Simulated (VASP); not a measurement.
# ErSbRh3 (Pm-3m) in VASP: single point with PBE

Aim: the single point of ErSbRh3 with PBE.

All numbers are computed with VASP 6.6.1; they aren't measurements. Logs are shortened: lines on timing, memory, paths and dates and some standing lists are left out, and cuts for length are marked.

## 1. The cell of the first run

It takes space group Pm-3m (No. 221, cubic). The conventional cell has a = 4.471 Å, b = 4.471 Å, c = 4.471 Å, α = 90.00°, β = 90.00°, γ = 90.00°. Er (site symmetry m-3m) has 6 Rh at 2.24 Å within 3.0 Å. Within 4.2 Å of Sb (site symmetry m-3m) lie 12 Rh at 3.16 Å and 8 Er at 3.87 Å. Rh (site symmetry 4/mmm) has 2 Er at 2.24 Å within 3.0 Å.

## 2. Single point, PBE

Contents of INCAR:

```
SYSTEM = ErSbRh3
ALGO = Normal ; EDIFF = 1E-7
ENCUT = 520 ; GGA = PE
ISIF = 2 ; ISMEAR = 0
LASPH = .True. ; LCHARG = .False.
LREAL = .False. ; LWAVE = .False.
NBANDS = 44 ; NELM = 100
PREC = Accurate ; SIGMA = 0.1
```

Contents of KPOINTS:

```
k-points
0
Gamma
  4 4 4
  0 0 0
```

Contents of POSCAR:

```
ErSbRh3
1.0
    4.4705927400      0.0000000000      0.0000000000
    0.0000000000      4.4705927400      0.0000000000
    0.0000000000      0.0000000000      4.4705927400
Er Sb Rh
1 1 3
Direct
    0.0000000000      0.0000000000      0.0000000000
    0.5000000000      0.5000000000      0.5000000000
    0.5000000000      0.0000000000      0.0000000000
    0.0000000000      0.5000000000      0.0000000000
    0.0000000000      0.0000000000      0.5000000000
```

Potentials or basis: VASP PAW PBE potentials, release 64 (Er, Sb, Rh_pv).

The run is started by

```sh
$ cat potpaw_PBE.64/Er/POTCAR potpaw_PBE.64/Sb/POTCAR potpaw_PBE.64/Rh_pv/POTCAR > POTCAR
$ mpirun -np 1 vasp_std > vasp.out
```

OUTCAR:

```text
SYSTEM = ErSbRh3
   EDIFF = 1E-7
   ENCUT = 520
   GGA = PE
   ISIF = 2
   ISMEAR = 0
   LASPH = .True.
   LREAL = .False.
   NELM = 100
   PREC = Accurate

 ion  position               nearest neighbor table
   1  0.000  0.000  0.000-   3 2.24   4 2.24   5 2.24   5 2.24   4 2.24   3 2.24
   2  0.500  0.500  0.500-   3 3.16   4 3.16   5 3.16   3 3.16   4 3.16   3 3.16   5 3.16   3 3.16
                             4 3.16   5 3.16   4 3.16   5 3.16
   3  0.500  0.000  0.000-   1 2.24   1 2.24   4 3.16   5 3.16   2 3.16   5 3.16   2 3.16   4 3.16
                             2 3.16   2 3.16   4 3.16   5 3.16   5 3.16   4 3.16
   4  0.000  0.500  0.000-   1 2.24   1 2.24   3 3.16   5 3.16   2 3.16   5 3.16   2 3.16   3 3.16
                             5 3.16   5 3.16   2 3.16   3 3.16   2 3.16   3 3.16
   5  0.000  0.000  0.500-   1 2.24   1 2.24   3 3.16   4 3.16   2 3.16   3 3.16   4 3.16   2 3.16
                             4 3.16   4 3.16   2 3.16   3 3.16   3 3.16   2 3.16

  LATTYP: Found a simple cubic cell.
 ALAT       =     4.4705927400

  Lattice vectors:

 A1 = (   4.4705927400,   0.0000000000,   0.0000000000)
 A2 = (   0.0000000000,   4.4705927400,   0.0000000000)
 A3 = (   0.0000000000,   0.0000000000,   4.4705927400)

Analysis of symmetry for initial positions (statically):
=====================================================================
 Subroutine PRICEL returns:
 Original cell was already a primitive cell.

 Routine SETGRP: Setting up the symmetry group for a
 simple cubic supercell.

 Subroutine GETGRP returns: Found 48 space group operations
 (whereof 48 operations were pure point group operations)
 out of a pool of 48 trial point group operations.

The static configuration has the point symmetry O_h .

Analysis of symmetry for dynamics (positions and initial velocities):
=====================================================================
 Subroutine PRICEL returns:
 Original cell was already a primitive cell.

 Routine SETGRP: Setting up the symmetry group for a
 simple cubic supercell.

 Subroutine GETGRP returns: Found 48 space group operations
 (whereof 48 operations were pure point group operations)
 out of a pool of 48 trial point group operations.

The dynamic configuration has the point symmetry O_h .

 Subroutine INISYM returns: Found 48 space group operations
 (whereof 48 operations are pure point group operations),
 and found     1 'primitive' translations

----------------------------------------------------------------------------------------

                                     Primitive cell

  volume of cell :      89.3502

  direct lattice vectors                    reciprocal lattice vectors
     4.470592740  0.000000000  0.000000000     0.223683985  0.000000000  0.000000000
     0.000000000  4.470592740  0.000000000     0.000000000  0.223683985  0.000000000
     0.000000000  0.000000000  4.470592740     0.000000000  0.000000000  0.223683985

  length of vectors
     4.470592740  4.470592740  4.470592740     0.223683985  0.223683985  0.223683985

  position of ions in fractional coordinates (direct lattice)
     0.000000000  0.000000000  0.000000000
     0.500000000  0.500000000  0.500000000
     0.500000000  0.000000000  0.000000000
     0.000000000  0.500000000  0.000000000
     0.000000000  0.000000000  0.500000000

  ion indices of the primitive-cell ions
   primitive index   ion index
                 1           1
                 2           2
                 3           3
                 4           4
                 5           5

----------------------------------------------------------------------------------------

 KPOINTS: k-points

Automatic generation of k-mesh.
 Grid dimensions read from file:
 generate k-points for:    4    4    4

 Generating k-lattice:

  Cartesian coordinates                     Fractional coordinates (reciprocal lattice)
     0.055920996  0.000000000  0.000000000     0.250000000  0.000000000  0.000000000
     0.000000000  0.055920996  0.000000000     0.000000000  0.250000000  0.000000000
     0.000000000  0.000000000  0.055920996     0.000000000  0.000000000  0.250000000

  Length of vectors
     0.055920996  0.055920996  0.055920996

  Shift w.r.t. Gamma in fractional coordinates (k-lattice)
     0.000000000  0.000000000  0.000000000

 Subroutine IBZKPT returns following result:
 ===========================================

 Found     10 irreducible k-points:

 Following reciprocal coordinates:
            Coordinates               Weight
  0.000000  0.000000  0.000000      1.000000
  0.250000  0.000000  0.000000      6.000000
  0.500000  0.000000  0.000000      3.000000
  0.250000  0.250000  0.000000     12.000000
  0.500000  0.250000  0.000000     12.000000
  0.500000  0.500000  0.000000      3.000000
  0.250000  0.250000  0.250000      8.000000
  0.500000  0.250000  0.250000     12.000000
  0.500000  0.500000  0.250000      6.000000
  0.500000  0.500000  0.500000      1.000000
   k-points           NKPTS =     10   k-points in BZ     NKDIM =     10   number of bands    NBANDS=     44
   number of dos      NEDOS =    301   number of ions     NIONS =      5
   total plane-waves  NPLWV =  46656
   dimension x,y,z NGX =    36 NGY =   36 NGZ =   36
   dimension x,y,z NGXF=    72 NGYF=   72 NGZF=   72
   ions per type =               1   1   3
   NGX,Y,Z   is equivalent  to a cutoff of  13.39, 13.39, 13.39 a.u.
   NGXF,Y,Z  is equivalent  to a cutoff of  26.77, 26.77, 26.77 a.u.
 SYSTEM =  ErSbRh3
   PREC   = accura    normal or accurate (medium, high low for compatibility)
   ISTART =      0    job   : 0-new  1-cont  2-samecut
   ICHARG =      2    charge: 1-file 2-atom 10-const
   ISPIN  =      1    spin polarized calculation?
   LNONCOLLINEAR =      F non collinear calculations
   LSORBIT =      F    spin-orbit coupling
   LASPH  =      T    aspherical Exc in radial PAW
   ENCUT  =  520.0 eV  38.22 Ry    6.18 a.u.   8.31  8.31  8.31*2*pi/ulx,y,z
   NELM   =    100;   NELMIN=  2; NELMDL= -5     # of ELM steps
   EDIFF  = 0.1E-06   stopping-criterion for ELM
   LREAL  =      F    real-space projection
   EDIFFG = 0.1E-05   stopping-criterion for IOM
   NSW    =      0    number of steps for IOM
   IBRION =     -1    ionic relax: 0-MD 1-quasi-New 2-CG
   NFREE  =      0    steps in history (QN), initial steepest desc. (CG)
   ISIF   =      2    stress and relaxation
   ISYM   =      2    0-nonsym 1-usesym 2-fastsym
   POTIM  = 0.5000    time-step for ionic-motion
   TEBEG  =    0.0;   TEEND  =   0.0 temperature during run
   PSTRESS=    0.0 pullay stress
   NELECT =      72.0000    total number of electrons
   NUPDOWN=      -1.0000    fix difference up-down
   EMIN   =  10.00;   EMAX   =-10.00  energy-range for DOS
   EFERMI =   0.00;   METHOD = LEGACY
   ISMEAR =     0;   SIGMA  =   0.10  broadening in eV -4-tet -1-fermi 0-gaus
   EFERMI_NEDOS =   21; number of points for ismear=-14 and -15
   IALGO  =     38    algorithm
   IMIX   =      4    mixing-type and parameters
     AMIX     =   0.40;   BMIX     =  1.00
     AMIX_MAG =   1.60;   BMIX_MAG =  1.00
  volume/ion in A,a.u.               =      17.87       120.59
  Fermi-wavevector in a.u.,A,eV,Ry     =   1.523423  2.878852 31.576648  2.320818
  Thomas-Fermi vector in A             =   2.631868
   LORBIT       =      0    0 simple, 1 ext, 2 COOP (PROOUT), +10 PAW based schemes
   GGA     = PE    functional components
   LHFCALC =     F    Hartree Fock is set to
   AEXX    =    0.0000 exact exchange contribution
   IVDW    =     0    specifies the selected vdW correction
   LEPSILON=     F    determine dielectric tensor
   LRPA    =     F    only Hartree local field effects (RPA)
 non-spin polarized calculation
 Gauss-broadening in eV      SIGMA  =   0.10
  energy-cutoff  :      520.00
  volume of cell :       89.35
 maximum number of plane-waves:      2469
 NGX is ok and might be reduce to    36
   NGX = 17   NGY = 17   NGZ = 17

 number of electron      72.0000001 magnetization

 Free energy of the ion-electron system (eV)
  ---------------------------------------------------
  ext. energy  EPLUGINS =         0.00000000
  ---------------------------------------------------
  free energy    TOTEN  =       -23.74157125 eV

  energy without entropy =      -23.68714158  energy(sigma->0) =      -23.71435642

 E-fermi :   8.4918     XC(G=0): -12.2511

 val. band max:        8.4594536956   @ k =   0.5000   0.5000   0.2500
 cond. band min:       8.4991506246   @ k =   0.5000   0.5000   0.2500
 fundamental gap:      0.0396969289
 Fermi energy:         8.4917925170

 k-point     1 :       0.0000    0.0000    0.0000
  band No.  band energies     occupation
      1     -39.4897      2.00000
      2     -38.2649      2.00000
      3     -38.2649      2.00000
      4     -38.2649      2.00000
      5     -37.2899      2.00000
      6     -37.2899      2.00000
[... 36 lines left out ...]
     43      16.1313      0.00000
     44      16.1313      0.00000

 k-point     2 :       0.2500    0.0000    0.0000
  band No.  band energies     occupation
      1     -39.7635      2.00000
      2     -38.2639      2.00000
      3     -38.2639      2.00000
      4     -37.9247      2.00000
      5     -37.2917      2.00000
      6     -37.2884      2.00000
[... 36 lines left out ...]
     43      14.7118      0.00000
     44      14.7118      0.00000

 k-point     3 :       0.5000    0.0000    0.0000
  band No.  band energies     occupation
      1     -39.9607      2.00000
      2     -38.2629      2.00000
      3     -38.2629      2.00000
      4     -37.6584      2.00000
      5     -37.2951      2.00000
      6     -37.2850      2.00000
[... 36 lines left out ...]
     43      13.1077      0.00000
     44      13.2712      0.00000

 k-point     4 :       0.2500    0.2500    0.0000
  band No.  band energies     occupation
      1     -39.9697      2.00000
      2     -38.2629      2.00000
      3     -38.2125      2.00000
      4     -37.7034      2.00000
      5     -37.3066      2.00000
      6     -37.2874      2.00000
[... 36 lines left out ...]
     43      13.4326      0.00000
     44      14.4819      0.00000

 k-point     5 :       0.5000    0.2500    0.0000
  band No.  band energies     occupation
      1     -40.1349      2.00000
      2     -38.2619      2.00000
      3     -38.1955      2.00000
      4     -37.4863      2.00000
      5     -37.3161      2.00000
      6     -37.2867      2.00000
[... 36 lines left out ...]
     43      13.2763      0.00000
     44      14.1174      0.00000

 k-point     6 :       0.5000    0.5000    0.0000
  band No.  band energies     occupation
      1     -40.2809      2.00000
      2     -38.2610      2.00000
      3     -38.1605      2.00000
      4     -37.3276      2.00000
      5     -37.3069      2.00000
      6     -37.2867      2.00000
[... 36 lines left out ...]
     43      13.3515      0.00000
     44      13.5050      0.00000

 k-point     7 :       0.2500    0.2500    0.2500
  band No.  band energies     occupation
      1     -40.1418      2.00000
      2     -38.2120      2.00000
      3     -38.2120      2.00000
      4     -37.5168      2.00000
      5     -37.3069      2.00000
      6     -37.3047      2.00000
[... 36 lines left out ...]
     43      12.9134      0.00000
     44      14.1046      0.00000

 k-point     8 :       0.5000    0.2500    0.2500
  band No.  band energies     occupation
      1     -40.2866      2.00000
      2     -38.2115      2.00000
      3     -38.1865      2.00000
      4     -37.3333      2.00000
      5     -37.3176      2.00000
      6     -37.3134      2.00000
[... 36 lines left out ...]
     43      13.5669      0.00000
     44      13.6285      0.00000

 k-point     9 :       0.5000    0.5000    0.2500
  band No.  band energies     occupation
      1     -40.4179      2.00000
      2     -38.2011      2.00000
      3     -38.1605      2.00000
      4     -37.3276      2.00000
      5     -37.3154      2.00000
      6     -37.3154      2.00000
[... 36 lines left out ...]
     43      12.5074      0.00000
     44      12.7907      0.00000

 k-point    10 :       0.5000    0.5000    0.5000
  band No.  band energies     occupation
      1     -40.5389      2.00000
      2     -38.1605      2.00000
      3     -38.1605      2.00000
      4     -37.3275      2.00000
      5     -37.3275      2.00000
      6     -37.3275      2.00000
[... 36 lines left out ...]
     43      12.1492      0.00000
     44      12.4203      0.00000

------------------------ aborting loop because EDIFF is reached ----------------------------------------

  FORCE on cell =-STRESS in cart. coord.  units (eV):
  Direction    XX          YY          ZZ          XY          YZ          ZX
  --------------------------------------------------------------------------------------
  -------------------------------------------------------------------------------------
  Total       16.3504901     16.3504901     16.3504901     -0.0000000     -0.0000000      0.0000000
  in kB      293.1878935    293.1878935    293.1878935     -0.0000000     -0.0000000      0.0000000
  external PRESSURE =     293.1878935 kB  Pullay stress =       0.0000000 kB

 VOLUME and BASIS-vectors are now :
 -----------------------------------------------------------------------------
  energy-cutoff  :      520.00
  volume of cell :       89.35
      direct lattice vectors                 reciprocal lattice vectors
     4.470592740  0.000000000  0.000000000     0.223683985  0.000000000  0.000000000
     0.000000000  4.470592740  0.000000000     0.000000000  0.223683985  0.000000000
     0.000000000  0.000000000  4.470592740     0.000000000  0.000000000  0.223683985

 POSITION                                       TOTAL-FORCE (eV/Angst)
 -----------------------------------------------------------------------------------
      0.00000      0.00000      0.00000         0.000000      0.000000      0.000000
      2.23530      2.23530      2.23530         0.000000      0.000000      0.000000
      2.23530      0.00000      0.00000         0.000000      0.000000      0.000000
      0.00000      2.23530      0.00000         0.000000      0.000000      0.000000
      0.00000      0.00000      2.23530         0.000000      0.000000      0.000000
 -----------------------------------------------------------------------------------
    total drift:                                0.000000      0.000000     -0.000000

  FREE ENERGIE OF THE ION-ELECTRON SYSTEM (eV)
  ---------------------------------------------------
  free  energy   TOTEN  =       -23.7415712519 eV

  energy  without entropy=      -23.6871415796  energy(sigma->0) =      -23.71435642
```

Run time: 2.3 min. Hardware: 1 thread of Intel Xeon Platinum 8488C (Sapphire Rapids), shared host; peak memory 0.23 GiB.

Results:

* Free energy: -23.7416 eV
* Pressure: 29.3 GPa
* Band gap on the k mesh: zero (band 36 reaches 8.59 eV, above the bottom of band 37 at 7.92 eV)

Caveat: spin-orbit coupling is left out, which moves the levels of the heavy elements; without U or exact exchange the open f shell lies at the Fermi level, which spoils levels, moments and volumes. Spin polarisation is off, so any magnetic state and its effect on volume and gap are missing.
